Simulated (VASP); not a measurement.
A run of VASP 6.6.1 is set up as follows.

The input INCAR:

```
SYSTEM = Gd
PREC     = Accurate       ! precision mode
ENCUT    = 520            ! plane-wave cutoff, eV
EDIFF    = 1E-7           ! SCF threshold, eV
ISMEAR   = -1             ! smearing method
SIGMA    = 0.05           ! smearing width, eV
LREAL    = .FALSE.        ! projectors in reciprocal space
LASPH    = .TRUE.         ! aspherical terms in the spheres
NELM     = 150            ! most SCF steps
ALGO     = Normal         ! electronic algorithm
ISIF     = 2              ! what is computed and relaxed
LWAVE    = .FALSE.        ! write WAVECAR
LCHARG   = .TRUE.         ! write CHGCAR
ISPIN    = 2              ! spin polarisation
MAGMOM   = 7              ! initial moments
LORBIT   = 11             ! projections on sites
LMAXMIX  = 6              ! l up to which the mixer works
GGA      = PE             ! functional
LELF     = .TRUE.         ! ELF
LVHAR    = .TRUE.       
NBANDS   = 19             ! bands
```

KPOINTS

```
regular mesh
0
G
  14 14 14
  0 0 0
```

File POSCAR:

```
Gd
1.0
    0.0000000000      2.5436597583      2.5436597583
    2.5436597583      0.0000000000      2.5436597583
    2.5436597583      2.5436597583      0.0000000000
Gd
1
Direct
    0.0000000000      0.0000000000      0.0000000000
```

Potentials or basis: VASP PAW PBE potentials, release 64 (Gd).

Command:

```bash
$ cat potpaw_PBE.64/Gd/POTCAR > POTCAR
$ mpirun -np 1 vasp_std > vasp.out
```

Question: Estimate the net moment.

Answer: 7.44 μB per cell.

Question: What does it give for the site moments?

Answer: Gd +6.92 μB.

Question: Estimate the pressure.

Answer: 0.0 GPa.

 The state reached can hang on the start; a lower one may exist.
